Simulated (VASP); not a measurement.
A run of VASP 6.6.1 is set up as follows.

Contents of INCAR:

```
  PREC = Accurate
  ENCUT = 520
  EDIFF = 1E-7
  ISMEAR = 0
  SIGMA = 0.02
  LREAL = False
  LASPH = True
  NELM = 100
  ALGO = Normal
  ISIF = 2
  LWAVE = False
  LCHARG = False
  GGA = PS
  NBANDS = 25
```

File KPOINTS:

```
Automatic mesh
0
Gamma
  6 6 8
```

POSCAR

```
SiO2
1.0
    4.1944456875      0.0000000000      0.0000000000
    0.0000000000      4.1944456875      0.0000000000
    0.0000000000      0.0000000000      2.6782679635
Si O
2 4
Direct
    0.0000000000      0.0000000000      0.0000000000
    0.5000000000      0.5000000000      0.5000000000
    0.3060464345      0.3060464345      0.0000000000
    0.1939535655      0.8060464345      0.5000000000
    0.6939535655      0.6939535655      0.0000000000
    0.8060464345      0.1939535655      0.5000000000
```

Potentials or basis: VASP PAW PBE potentials, release 64 (Si, O).

Launch:

```bash
$ cat potpaw_PBE.64/Si/POTCAR potpaw_PBE.64/O/POTCAR > POTCAR
$ mpirun -np 1 vasp_std > vasp.out
```

Question: Estimate the band gap on the k mesh.

Answer: 5.36 eV, direct.

Question: What does it give for the largest force?

Answer: 0.033 eV/Å.

Question: What does it give for the pressure?

Answer: 0.7 GPa.

Stress tensor (GPa, compression positive):
```
0.41 0.00 0.00
0.00 0.41 0.00
0.00 0.00 1.35
```

Caveat: the PAW data sets were made with another functional, which shifts forces and pressure a little. A k mesh can miss the band edges.
